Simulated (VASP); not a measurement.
Write the native input for VASP 6.6.1 that does the following.

| Item | Value |
| --- | --- |
| Task | single point |
| Functional | PBE |
| Potentials or basis | VASP PAW PBE potentials, release 64 (As) |
| Cutoff | 520 eV |
| k mesh | 18 × 18 × 17 |
| Occupations | fermi-dirac, width 0.05 eV |
| Spin | no spin polarisation |
| Dipole correction | no |
| Further INCAR settings | ALGO = Normal; EDIFF = 1e-06; NBANDS = 8 |

The structure of As lies in POSCAR:

```
As
1.0
    2.4523418173      0.0000000000      0.0000000000
   -1.2261709087      2.1237903126      0.0000000000
    0.0000000000      0.0000000000      2.3092989899
As
1
Direct
    0.0000000000      0.0000000000      0.0000000000
```

One way to write it, as run:

INCAR

```
PREC     = Accurate       # precision mode
ENCUT    = 520            # plane-wave cutoff, eV
EDIFF    = 1E-6           # SCF threshold, eV
ISMEAR   = -1             # smearing method
SIGMA    = 0.05           # smearing width, eV
LREAL    = False          # projectors in reciprocal space
LASPH    = True           # aspherical terms in the spheres
NELM     = 60             # most SCF steps
ALGO     = Normal         # electronic algorithm
ISIF     = 2              # what is computed and relaxed
LWAVE    = False          # write WAVECAR
LCHARG   = False          # write CHGCAR
GGA      = PE             # functional
NBANDS   = 8              # bands
```

KPOINTS

```
regular mesh
0
Gamma
  18 18 17
```

Potentials or basis: VASP PAW PBE potentials, release 64 (As).

Run with:

```sh
$ cat potpaw_PBE.64/As/POTCAR > POTCAR
$ mpirun -np 1 vasp_std > vasp.out
```

It gave:

The pressure is 123.5 GPa.

Wall time 11 s on 1 thread of Intel(R) Xeon(R) Platinum 8559C (Emerald Rapids), with other jobs on the host, peak memory 0.14 GiB.
